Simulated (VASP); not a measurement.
# ZnSe (F-43m) in VASP: a series of runs

Aim: see how the results for ZnSe move with the level of theory and the settings. Levels: PBE-based screened hybrid with 25 % exact exchange, r2SCAN+D3(BJ), HSE06, PBEsol. Tasks: single point.

Program: VASP 6.6.1. These are calculated values, not measurements. Logs are shortened: lines on timing, memory, paths and dates and some standing lists are left out, and cuts for length are marked.

### Step 1. The cell of the first run

The structure is cubic, space group F-43m (No. 216). Conventional cell: a = 5.668 Å, b = 5.668 Å, c = 5.668 Å, α = 90.00°, β = 90.00°, γ = 90.00°. Within 3.2 Å of Se (site symmetry -43m) lie 4 Zn at 2.45 Å. Within 3.2 Å of Zn (site symmetry -43m) lie 4 Se at 2.45 Å.

### Step 2. Single point, PBE-based screened hybrid with 25 % exact exchange

File POSCAR:

```
ZnSe
1.0
    0.0000000000      2.8338000000      2.8338000000
    2.8338000000      0.0000000000      2.8338000000
    2.8338000000      2.8338000000      0.0000000000
Se Zn
1 1
Direct
    0.7500000000      0.7500000000      0.7500000000
    0.0000000000      0.0000000000      0.0000000000
```

File INCAR.step1:

```
PREC = Accurate ; ENCUT = 400
EDIFF = 1E-5 ; ISMEAR = 0
SIGMA = 0.02 ; LREAL = False
LASPH = True ; NELM = 120
ALGO = Normal ; ISIF = 2
LWAVE = True ; LCHARG = False
GGA = PE ; NBANDS = 16
GGA_COMPAT = False
```

File INCAR.step2:

```
PREC = Accurate ; ENCUT = 400
EDIFF = 1E-6 ; ISMEAR = 0
SIGMA = 0.02 ; LREAL = False
LASPH = True ; NELM = 120
ALGO = Normal ; ISIF = 2
LWAVE = False ; LCHARG = False
GGA = PE ; LHFCALC = True
AEXX = 0.25 ; HFSCREEN = 0.3
PRECFOCK = Normal ; ISTART = 1
NBANDS = 16 ; GGA_COMPAT = False
```

File KPOINTS:

```
Automatic mesh
0
Gamma
  4 4 4
```

Potentials or basis: VASP PAW PBE potentials, release 64 (Se, Zn).

Started as:

```bash
cat potpaw_PBE.64/Se/POTCAR potpaw_PBE.64/Zn/POTCAR > POTCAR
cp INCAR.step1 INCAR
mpirun -np 1 vasp_std > vasp.out
cp INCAR.step2 INCAR
mpirun -np 1 vasp_std > vasp.out
```

OUTCAR:

```text
PREC = Accurate
   ENCUT = 400
   EDIFF = 1E-6
   ISMEAR = 0
   LREAL = False
   LASPH = True
   NELM = 120
   ISIF = 2
   GGA = PE
   LHFCALC = True
   AEXX = 0.25
   HFSCREEN = 0.3
   PRECFOCK = Normal
   ISTART = 1

 ion  position               nearest neighbor table
   1  0.750  0.750  0.750-   2 2.45   2 2.45   2 2.45   2 2.45
   2  0.000  0.000  0.000-   1 2.45   1 2.45   1 2.45   1 2.45

  LATTYP: Found a face centered cubic cell.
 ALAT       =     5.6676000000

  Lattice vectors:

 A1 = (   0.0000000000,   2.8338000000,   2.8338000000)
 A2 = (   2.8338000000,   0.0000000000,   2.8338000000)
 A3 = (   2.8338000000,   2.8338000000,   0.0000000000)

Analysis of symmetry for initial positions (statically):
=====================================================================
 Subroutine PRICEL returns:
 Original cell was already a primitive cell.

 Routine SETGRP: Setting up the symmetry group for a
 face centered cubic supercell.

 Subroutine GETGRP returns: Found 24 space group operations
 (whereof 24 operations were pure point group operations)
 out of a pool of 48 trial point group operations.

The static configuration has the point symmetry T_d .

Analysis of symmetry for dynamics (positions and initial velocities):
=====================================================================
 Subroutine PRICEL returns:
 Original cell was already a primitive cell.

 Routine SETGRP: Setting up the symmetry group for a
 face centered cubic supercell.

 Subroutine GETGRP returns: Found 24 space group operations
 (whereof 24 operations were pure point group operations)
 out of a pool of 48 trial point group operations.

The dynamic configuration has the point symmetry T_d .

 Subroutine INISYM returns: Found 24 space group operations
 (whereof 24 operations are pure point group operations),
 and found     1 'primitive' translations

----------------------------------------------------------------------------------------

                                     Primitive cell

  volume of cell :      45.5132

  direct lattice vectors                    reciprocal lattice vectors
     0.000000000  2.833800000  2.833800000    -0.176441527  0.176441527  0.176441527
     2.833800000  0.000000000  2.833800000     0.176441527 -0.176441527  0.176441527
     2.833800000  2.833800000  0.000000000     0.176441527  0.176441527 -0.176441527

  length of vectors
     4.007598393  4.007598393  4.007598393     0.305605690  0.305605690  0.305605690

  position of ions in fractional coordinates (direct lattice)
     0.750000000  0.750000000  0.750000000
     0.000000000  0.000000000  0.000000000

  ion indices of the primitive-cell ions
   primitive index   ion index
                 1           1
                 2           2

----------------------------------------------------------------------------------------

 KPOINTS: Automatic mesh

Automatic generation of k-mesh.
 Grid dimensions read from file:
 generate k-points for:    4    4    4

 Generating k-lattice:

  Cartesian coordinates                     Fractional coordinates (reciprocal lattice)
    -0.044110382  0.044110382  0.044110382     0.250000000  0.000000000  0.000000000
     0.044110382 -0.044110382  0.044110382     0.000000000  0.250000000  0.000000000
     0.044110382  0.044110382 -0.044110382     0.000000000  0.000000000  0.250000000

  Length of vectors
     0.076401422  0.076401422  0.076401422

  Shift w.r.t. Gamma in fractional coordinates (k-lattice)
     0.000000000  0.000000000  0.000000000

 Subroutine IBZKPT returns following result:
 ===========================================

 Found      8 irreducible k-points:

 Following reciprocal coordinates:
            Coordinates               Weight
  0.000000  0.000000  0.000000      1.000000
  0.250000  0.000000  0.000000      8.000000
  0.500000  0.000000  0.000000      4.000000
  0.250000  0.250000  0.000000      6.000000
  0.500000  0.250000  0.000000     24.000000
 -0.250000  0.250000  0.000000     12.000000
  0.500000  0.500000  0.000000      3.000000
 -0.250000  0.500000  0.250000      6.000000
   k-points           NKPTS =      8   k-points in BZ     NKDIM =     64   number of bands    NBANDS=     16
   number of dos      NEDOS =    301   number of ions     NIONS =      2
   total plane-waves  NPLWV =  21952
   dimension x,y,z NGX =    28 NGY =   28 NGZ =   28
   dimension x,y,z NGXF=    56 NGYF=   56 NGZF=   56
   ions per type =               1   1
   NGX,Y,Z   is equivalent  to a cutoff of  11.62, 11.62, 11.62 a.u.
   NGXF,Y,Z  is equivalent  to a cutoff of  23.23, 23.23, 23.23 a.u.
 SYSTEM =  unknown system
   PREC   = accura    normal or accurate (medium, high low for compatibility)
   ISTART =      1    job   : 0-new  1-cont  2-samecut
   ICHARG =      0    charge: 1-file 2-atom 10-const
   ISPIN  =      1    spin polarized calculation?
   LNONCOLLINEAR =      F non collinear calculations
   LSORBIT =      F    spin-orbit coupling
   LASPH  =      T    aspherical Exc in radial PAW
   ENCUT  =  400.0 eV  29.40 Ry    5.42 a.u.   6.54  6.54  6.54*2*pi/ulx,y,z
   NELM   =    120;   NELMIN=  2; NELMDL=  0     # of ELM steps
   EDIFF  = 0.1E-05   stopping-criterion for ELM
   LREAL  =      F    real-space projection
   EDIFFG = 0.1E-04   stopping-criterion for IOM
   NSW    =      0    number of steps for IOM
   IBRION =     -1    ionic relax: 0-MD 1-quasi-New 2-CG
   NFREE  =      0    steps in history (QN), initial steepest desc. (CG)
   ISIF   =      2    stress and relaxation
   ISYM   =      3    0-nonsym 1-usesym 2-fastsym
   POTIM  = 0.5000    time-step for ionic-motion
   TEBEG  =    0.0;   TEEND  =   0.0 temperature during run
   PSTRESS=    0.0 pullay stress
   NELECT =      18.0000    total number of electrons
   NUPDOWN=      -1.0000    fix difference up-down
   EMIN   =  10.00;   EMAX   =-10.00  energy-range for DOS
   EFERMI =   0.00;   METHOD = LEGACY
   ISMEAR =     0;   SIGMA  =   0.02  broadening in eV -4-tet -1-fermi 0-gaus
   EFERMI_NEDOS =   21; number of points for ismear=-14 and -15
   IALGO  =     38    algorithm
   IMIX   =      1    mixing-type and parameters
     AMIX     =   0.40;   BMIX     =  1.00
     AMIX_MAG =   1.60;   BMIX_MAG =  1.00
  volume/ion in A,a.u.               =      22.76       153.57
  Fermi-wavevector in a.u.,A,eV,Ry     =   1.201673  2.270834 19.647073  1.444019
  Thomas-Fermi vector in A             =   2.337476
   LORBIT       =      0    0 simple, 1 ext, 2 COOP (PROOUT), +10 PAW based schemes
   GGA     = PE    functional components
   LHFCALC =     T    Hartree Fock is set to
   PRECFOCK=normal    Normal, Fast or Accurate (Low or Medium for compatibility)
   ENCUT4O =  -1.0   cutoff for four orbital integrals eV
   NKREDX  =     1    reduce k-point grid by
   NKREDY  =     1    reduce k-point grid by
   NKREDZ  =     1    reduce k-point grid by
   AEXX    =    0.2500 exact exchange contribution
   HFSCREEN=    0.3000 screening length (either q_TF or 0.3 A-1)
   HFSCREENC=   0.3000 screening length for correlation (either q_TF or 0.3 A-1)
   ENCUTFOCK=  -1.0 apply spherical cutoff to Coloumb kernel
   IVDW    =     0    specifies the selected vdW correction
   LEPSILON=     F    determine dielectric tensor
   LRPA    =     F    only Hartree local field effects (RPA)
 non-spin polarized calculation
 Gauss-broadening in eV      SIGMA  =   0.02
  energy-cutoff  :      400.00
  volume of cell :       45.51
 maximum number of plane-waves:       869
 NGX is ok and might be reduce to    28
  NGX = 20; NGY = 20; NGZ = 20

 number of electron      18.0000014 magnetization

 Free energy of the ion-electron system (eV)
  ---------------------------------------------------
  ext. energy  EPLUGINS =         0.00000000
  ---------------------------------------------------
  free energy    TOTEN  =        -7.15988892 eV

  energy without entropy =       -7.15988892  energy(sigma->0) =       -7.15988892

 E-fermi :   1.2043     XC(G=0):  -7.8664

 val. band max:        1.0852227510   @ k =   0.0000   0.0000   0.0000
 cond. band min:       3.3176892092   @ k =   0.0000   0.0000   0.0000
 fundamental gap:      2.2324664582
 Fermi energy:         1.2042660221

 k-point     1 :       0.0000    0.0000    0.0000
  band No.  band energies     occupation
      1     -13.1883      2.00000
      2      -7.0269      2.00000
      3      -7.0269      2.00000
      4      -7.0268      2.00000
      5      -6.6987      2.00000
      6      -6.6987      2.00000
[... 8 lines left out ...]
     15      13.5425      0.00000
     16      13.5425      0.00000

 k-point     2 :       0.2500    0.0000    0.0000
  band No.  band energies     occupation
      1     -12.7940      2.00000
      2      -6.9804      2.00000
      3      -6.9804      2.00000
      4      -6.9140      2.00000
      5      -6.6984      2.00000
      6      -6.6984      2.00000
[... 8 lines left out ...]
     15      12.4691      0.00000
     16      12.7820      0.00000

 k-point     3 :       0.5000    0.0000    0.0000
  band No.  band energies     occupation
      1     -12.3342      2.00000
      2      -6.9462      2.00000
      3      -6.9462      2.00000
      4      -6.6839      2.00000
      5      -6.6839      2.00000
      6      -6.5130      2.00000
[... 8 lines left out ...]
     15      15.3448      0.00000
     16      15.3448      0.00000

 k-point     4 :       0.2500    0.2500    0.0000
  band No.  band energies     occupation
      1     -12.6620      2.00000
      2      -6.9663      2.00000
      3      -6.9264      2.00000
      4      -6.9264      2.00000
      5      -6.7159      2.00000
      6      -6.6769      2.00000
[... 8 lines left out ...]
     15      14.4525      0.00000
     16      16.1283      0.00000

 k-point     5 :       0.5000    0.2500    0.0000
  band No.  band energies     occupation
      1     -12.2002      2.00000
      2      -6.9205      2.00000
      3      -6.8747      2.00000
      4      -6.7700      2.00000
      5      -6.6751      2.00000
      6      -6.5029      2.00000
[... 8 lines left out ...]
     15      15.5087      0.00000
     16      16.3926      0.00000

 k-point     6 :      -0.2500    0.2500    0.0000
  band No.  band energies     occupation
      1     -12.3547      2.00000
      2      -6.9282      2.00000
      3      -6.9209      2.00000
      4      -6.7399      2.00000
      5      -6.7092      2.00000
      6      -6.6094      2.00000
[... 8 lines left out ...]
     15      14.2696      0.00000
     16      16.3895      0.00000

 k-point     7 :       0.5000    0.5000    0.0000
  band No.  band energies     occupation
      1     -12.0476      2.00000
      2      -6.9049      2.00000
      3      -6.8055      2.00000
      4      -6.8055      2.00000
      5      -6.6551      2.00000
      6      -6.4673      2.00000
[... 8 lines left out ...]
     15      16.1377      0.00000
     16      16.6357      0.00000

 k-point     8 :      -0.2500    0.5000    0.2500
  band No.  band energies     occupation
      1     -12.0435      2.00000
      2      -6.8889      2.00000
      3      -6.8545      2.00000
      4      -6.7332      2.00000
      5      -6.7076      2.00000
      6      -6.3587      2.00000
[... 8 lines left out ...]
     15      16.0973      0.00000
     16      16.2909      0.00000

------------------------ aborting loop because EDIFF is reached ----------------------------------------

  FORCE on cell =-STRESS in cart. coord.  units (eV):
  Direction    XX          YY          ZZ          XY          YZ          ZX
  --------------------------------------------------------------------------------------
  -------------------------------------------------------------------------------------
  Total        0.3821070      0.3821070      0.3821070      0.0000000     -0.0000000      0.0000000
  in kB       13.4511067     13.4511067     13.4511067      0.0000000     -0.0000000      0.0000000
  external PRESSURE =      13.4511067 kB  Pullay stress =       0.0000000 kB

 VOLUME and BASIS-vectors are now :
 -----------------------------------------------------------------------------
  energy-cutoff  :      400.00
  volume of cell :       45.51
      direct lattice vectors                 reciprocal lattice vectors
     0.000000000  2.833800000  2.833800000    -0.176441527  0.176441527  0.176441527
     2.833800000  0.000000000  2.833800000     0.176441527 -0.176441527  0.176441527
     2.833800000  2.833800000  0.000000000     0.176441527  0.176441527 -0.176441527

 POSITION                                       TOTAL-FORCE (eV/Angst)
 -----------------------------------------------------------------------------------
      4.25070      4.25070      4.25070        -0.000000     -0.000000     -0.000000
      0.00000      0.00000      0.00000         0.000000      0.000000      0.000000
 -----------------------------------------------------------------------------------
    total drift:                               -0.000202     -0.000181     -0.000120

  FREE ENERGIE OF THE ION-ELECTRON SYSTEM (eV)
  ---------------------------------------------------
  free  energy   TOTEN  =        -7.1598889181 eV

  energy  without entropy=       -7.1598889181  energy(sigma->0) =       -7.15988892
```

Run time: 2.7 min. Hardware: 1 thread of Intel Xeon 6975P-C (Granite Rapids), shared host; peak memory 0.26 GiB.

What came out:

```yaml
Free_energy: -7.1599 eV
Pressure: 1.3 GPa
Band_gap_on_the_k_mesh: 2.23 eV
```

Caveat: the k points lie up to 0.48 Å⁻¹ apart; the PAW data sets were made with another functional, which shifts forces and pressure a little.

### Step 3. Single point, r2SCAN+D3(BJ), non-collinear spin, typed start, spin-orbit coupling

POSCAR is that of step 2.

File INCAR.step1:

```
SYSTEM = ZnSe
PREC = Accurate ; ENCUT = 550
ISMEAR = 1 ; SIGMA = 0.025
LREAL = .FALSE. ; LASPH = .TRUE.
NELM = 200 ; MAGMOM = 0.354 0.354 0 0 0 0
LSORBIT = .TRUE. ; GGA_COMPAT = .FALSE.
NBANDS = 30 ; GGA = PE
ALGO = Normal ; EDIFF = 1E-5
LWAVE = .TRUE. ; LCHARG = .FALSE.
```

File INCAR.step2:

```
SYSTEM = ZnSe
PREC = Accurate ; ENCUT = 550
EDIFF = 1E-6 ; ISMEAR = 1
SIGMA = 0.025 ; LREAL = .FALSE.
LASPH = .TRUE. ; NELM = 200
ALGO = Normal ; ISIF = 2
LWAVE = .FALSE. ; LCHARG = .TRUE.
MAGMOM = 0.354 0.354 0 0 0 0 ; LORBIT = 11
LSORBIT = .TRUE. ; GGA_COMPAT = .FALSE.
LORBMOM = .TRUE. ; METAGGA = R2SCAN
LMIXTAU = .TRUE. ; IVDW = 12
VDW_S6 = 1.0 ; VDW_S8 = 0.78981345
VDW_A1 = 0.49484001 ; VDW_A2 = 5.73083694
LVHAR = .TRUE. ; NBANDS = 30
ISTART = 1
```

File KPOINTS:

```
Automatic mesh
0
G
  8 8 8
  0 0 0
```

Potentials or basis: VASP PAW PBE potentials, release 64 (Se, Zn).

Started as:

```bash
cat potpaw_PBE.64/Se/POTCAR potpaw_PBE.64/Zn/POTCAR > POTCAR
cp INCAR.step1 INCAR
mpirun -np 1 vasp_ncl > vasp.out
cp INCAR.step2 INCAR
mpirun -np 1 vasp_ncl > vasp.out
```

It took 34 min on 1 thread of Intel Xeon 6975P-C (Granite Rapids), shared host; peak memory 0.81 GiB.

It converged, with:

| Quantity | Value |
| --- | --- |
| Free energy | -25.2362 eV |
| Pressure | -1.0 GPa |
| Net moment | 0.00 μB per cell |
| Valence electrons inside the program's atomic spheres | Se 3.94; Zn 10.76 |
| Dispersion energy per atom | -0.153 eV |

Moments on the atoms (μB; x, y, z):
```
Se  0.00 0.00 0.00
Zn  0.00 0.00 0.00
```

Caveat: the PAW data sets were made with another functional, which shifts forces and pressure a little.

### Step 4. Single point, HSE06, non-collinear spin, zero start, spin-orbit coupling

POSCAR is that of step 3.

File INCAR.step1:

```
PREC     = Accurate       # precision mode
ENCUT    = 520            # plane-wave cutoff, eV
EDIFF    = 1E-5           # SCF threshold, eV
ISMEAR   = -1             # smearing method
SIGMA    = 0.05           # smearing width, eV
LREAL    = False          # projectors in reciprocal space
LASPH    = True           # aspherical terms in the spheres
NELM     = 150            # most SCF steps
ALGO     = Normal         # electronic algorithm
ISIF     = 2              # what is computed and relaxed
LWAVE    = True           # write WAVECAR
LNONCOLLINEAR= True           # non-collinear magnetism
MAGMOM   = 0 0 0 0 0 0    # initial moments
LORBIT   = 11             # projections on sites
LSORBIT  = True           # spin-orbit coupling
GGA_COMPAT= False        
LORBMOM  = True         
NBANDS   = 30             # bands
GGA      = PE             # functional
```

File INCAR.step2:

```
PREC     = Accurate       # precision mode
ENCUT    = 520            # plane-wave cutoff, eV
EDIFF    = 1E-6           # SCF threshold, eV
ISMEAR   = -1             # smearing method
SIGMA    = 0.05           # smearing width, eV
LREAL    = False          # projectors in reciprocal space
LASPH    = True           # aspherical terms in the spheres
NELM     = 150            # most SCF steps
ALGO     = Normal         # electronic algorithm
ISIF     = 2              # what is computed and relaxed
LWAVE    = False          # write WAVECAR
LCHARG   = True           # write CHGCAR
LNONCOLLINEAR= True           # non-collinear magnetism
MAGMOM   = 0 0 0 0 0 0    # initial moments
LORBIT   = 11             # projections on sites
LSORBIT  = True           # spin-orbit coupling
GGA_COMPAT= False        
LORBMOM  = True         
GGA      = PE             # functional
LHFCALC  = True           # exact exchange
HFSCREEN = 0.2079         # screening, 1/A
PRECFOCK = Normal       
LVHAR    = True         
NBANDS   = 30             # bands
ISTART   = 1
```

File KPOINTS:

```
regular mesh
0
Gamma
  4 4 4
```

Started as:

```bash
cat potpaw_PBE.64/Se/POTCAR potpaw_PBE.64/Zn/POTCAR > POTCAR
cp INCAR.step1 INCAR
mpirun -np 1 vasp_ncl > vasp.out
cp INCAR.step2 INCAR
mpirun -np 1 vasp_ncl > vasp.out
```

Wall time 68 min (1 thread of AMD EPYC 7R43 (Zen 3), shared host); peak memory 0.37 GiB.

The run converged. Its results:

- Free energy: -7.3971 eV
- Pressure: 1.4 GPa
- Net moment: 0.00 μB per cell
- Valence electrons inside the program's atomic spheres: Se 3.97; Zn 10.76

Moments on the atoms (μB; x, y, z):
```
Se  0.00 0.00 0.00
Zn  0.00 0.00 0.00
```

Caveat: the k points lie up to 0.48 Å⁻¹ apart; the PAW data sets were made with another functional, which shifts forces and pressure a little.

[end of part 1 of 2]
